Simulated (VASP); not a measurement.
Here is a VASP 6.6.1 calculation.

Contents of INCAR:

```
SYSTEM = Al3Cu
  PREC = Accurate
  ENCUT = 520
  EDIFF = 1E-7
  ISMEAR = 0
  SIGMA = 0.15
  LREAL = .False.
  LASPH = .True.
  NELM = 60
  ALGO = Fast
  ISIF = 2
  LWAVE = .False.
  LCHARG = .False.
  GGA = CA
  NBANDS = 18
```

The input KPOINTS:

```
regular mesh
0
Gamma
  12 12 12
  0 0 0
```

File POSCAR:

```
Al3Cu
1.0
    3.9836786959      0.0000000000      0.0000000000
    0.0000000000      3.9836786959      0.0000000000
    0.0000000000      0.0000000000      3.3207945609
Al Cu
3 1
Direct
    0.0000000000      0.5000000000      0.5000000000
    0.5000000000      0.0000000000      0.5000000000
    0.5000000000      0.5000000000      0.0000000000
    0.0000000000      0.0000000000      0.0000000000
```

Potentials or basis: VASP PAW LDA potentials, release 64 (Al, Cu).

Run with:

```bash
$ cat potpaw_LDA.64/Al/POTCAR potpaw_LDA.64/Cu/POTCAR > POTCAR
$ mpirun -np 1 vasp_std > vasp.out
```

Q: What does it give for the pressure?

A: 11.3 GPa.

Q: What does it give for the band gap on the k mesh?

A: Zero (bands 10 and 11 overlap by 5.42 eV).

Stress tensor (GPa, compression positive):
```
 8.39  0.00  0.00
 0.00  8.39  0.00
 0.00  0.00 17.06
```

Caveat: the cell stands under pressure.
